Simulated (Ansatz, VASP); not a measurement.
Two plane-wave programs on LaS

File INCAR:

```
SYSTEM = LaS
PREC = Accurate
ENCUT = 600
EDIFF = 1E-6
ISMEAR = -1
SIGMA = 0.05
LREAL = .False.
LASPH = .True.
NELM = 100
ALGO = Normal
ISIF = 3
LWAVE = .False.
LCHARG = .False.
IBRION = 2
NSW = 80
EDIFFG = -0.005
```

The input KPOINTS:

```
regular mesh
0
Gamma
  20 20 20
  0 0 0
```

File POSCAR:

```
LaS
1.0
    0.0000000000      2.9250000000      2.9250000000
    2.9250000000      0.0000000000      2.9250000000
    2.9250000000      2.9250000000      0.0000000000
La S
1 1
Direct
    0.0000000000      0.0000000000      0.0000000000
    0.5000000000      0.5000000000      0.5000000000
```

Input for Ansatz:

```yaml
crystal:
  lattice:
    - [0.0, 2.925, 2.925]
    - [2.925, 0.0, 2.925]
    - [2.925, 2.925, 0.0]
  atoms:
    - { symbol: La, position: [0.0, 0.0, 0.0] }
    - { symbol: S, position: [0.5, 0.5, 0.5] }
scf:
  occupations: { method: fermi_dirac, width: 0.05 }
output:
  forces: true
  stress: true
  eigenvalues: true
  dos: { method: tetrahedron, nscf_kmesh: { grid: [32, 32, 32] }, de: 0.02 }
  write_density: true
  write_potential: true
  elf: true
  volumetric_format: npy
hamiltonian:
  xc: lda
relax:
  f_tol: 0.005
  max_steps: 60
  cell: { stress_tol: 0.03 }
kpoints:
  mp_grid: { grid: [20, 20, 20] }
```

Alike in both runs: task relaxation of cell and atoms; functional LDA; k mesh 20 × 20 × 20; occupations fermi-dirac, width 0.05 eV; no spin polarisation.

|  | VASP | Ansatz |
| --- | --- | --- |
| version | VASP 6.6.1 | Ansatz 0.2.0 |
| potentials or method | VASP PAW LDA potentials, release 64 (La, S) | scalar-relativistic, plane waves, PAW |
| plane-wave cutoff (eV) | 600 | 420 |
| valence electrons in the cell | 17 | 17 |

```tsv
	VASP	Ansatz	Ansatz less VASP
gap on the k mesh at the Fermi level, each at its own relaxed structure (eV)	none	none	-
relaxed volume (Å³/atom)	23.99	23.99	-0.003
relaxed cell length with the largest relative difference (Å)	4.079	4.079	-0.0001
```

LDA's correlation is that of Perdew and Zunger in VASP and of Perdew and Wang (1992) in Ansatz. A gap of «none» marks a metal or a gap that the smearing closes.

Spin-orbit coupling is off throughout.
